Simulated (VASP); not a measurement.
TiRh, 2 atoms in the cell. The structure is cubic, space group Pm-3m (No. 221). Conventional cell: a = 3.115 Å, b = 3.115 Å, c = 3.115 Å, α = 90.00°, β = 90.00°, γ = 90.00°. Ti (site symmetry m-3m) has 8 Rh at 2.70 Å and 6 Ti at 3.12 Å within 3.6 Å. Within 3.6 Å of Rh (site symmetry m-3m) lie 8 Ti at 2.70 Å and 6 Rh at 3.12 Å. 

```yaml
Program: VASP 6.6.1
Task: relaxation of cell and atoms
Functional: LDA
Potentials_or_basis: VASP PAW LDA potentials, release 64 (Ti_sv, Rh_pv)
Cutoff: 600 eV
k_mesh: 7 × 7 × 7
Occupations: gaussian, width 0.05 eV
Spin: no spin polarisation
Dipole_correction: no
Further_INCAR_settings: ALGO = Normal; EDIFF = 1e-07; IBRION = 2; EDIFFG = -0.02; NSW = 80; ISIF = 3
```

Potentials or basis: VASP PAW LDA potentials, release 64 (Ti_sv, Rh_pv).

Run with:

```console
$ cat potpaw_LDA.64/Ti_sv/POTCAR potpaw_LDA.64/Rh_pv/POTCAR > POTCAR
$ mpirun -np 1 vasp_std > vasp.out
```

Hardware: 1 thread of Intel(R) Xeon(R) Platinum 8488C (Sapphire Rapids) (shared host).

Estimate the wall time of this run.

Run time: 38 s on 1 thread of Intel(R) Xeon(R) Platinum 8488C (Sapphire Rapids), with other jobs on the host, peak memory 0.15 GiB. Counts: scf iterations 48, k points 20, ion steps 4.
